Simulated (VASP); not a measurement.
Input of a VASP 6.6.1 run:

INCAR

```
SYSTEM = PtS2
PREC = Accurate
ENCUT = 520
EDIFF = 1E-6
ISMEAR = 0
SIGMA = 0.1
LREAL = .FALSE.
LASPH = .TRUE.
NELM = 80
ALGO = Normal
ISIF = 2
LWAVE = .FALSE.
LCHARG = .FALSE.
GGA = PS
IVDW = 12
NBANDS = 18
```

File KPOINTS:

```
regular mesh
0
G
  8 8 5
  0 0 0
```

The input POSCAR:

```
PtS2
1.0
    3.5432000000      0.0000000000      0.0000000000
   -1.7716000000      3.0685012107      0.0000000000
    0.0000000000      0.0000000000      5.0388000000
Pt S
1 2
Direct
    0.0000000000      0.0000000000      0.0000000000
    0.3333333333      0.6666666667      0.2270000000
    0.6666666667      0.3333333333      0.7730000000
```

Potentials or basis: VASP PAW PBE potentials, release 64 (Pt, S).

Run with:

```sh
$ cat potpaw_PBE.64/Pt/POTCAR potpaw_PBE.64/S/POTCAR > POTCAR
$ mpirun -np 1 vasp_std > vasp.out
```

Question: Predict the largest force.

Answer: 0.943 eV/Å.

Question: What does it give for the dispersion energy per atom?

Answer: -0.361 eV.

Question: What does it give for the band gap on the k mesh?

Answer: 0.91 eV, indirect (least direct gap 0.95 eV).

Question: What does it give for the pressure?

Answer: 2.8 GPa.

Forces in eV/Å, atoms in the order of the input:
```
Pt   0.000  0.000  0.000
S    0.000  0.000  0.943
S    0.000  0.000 -0.943
```

Caveat: the PAW data sets were made with another functional, which shifts forces and pressure a little; spin-orbit coupling is left out, which moves the levels of the heavy elements. A k mesh can miss the band edges.
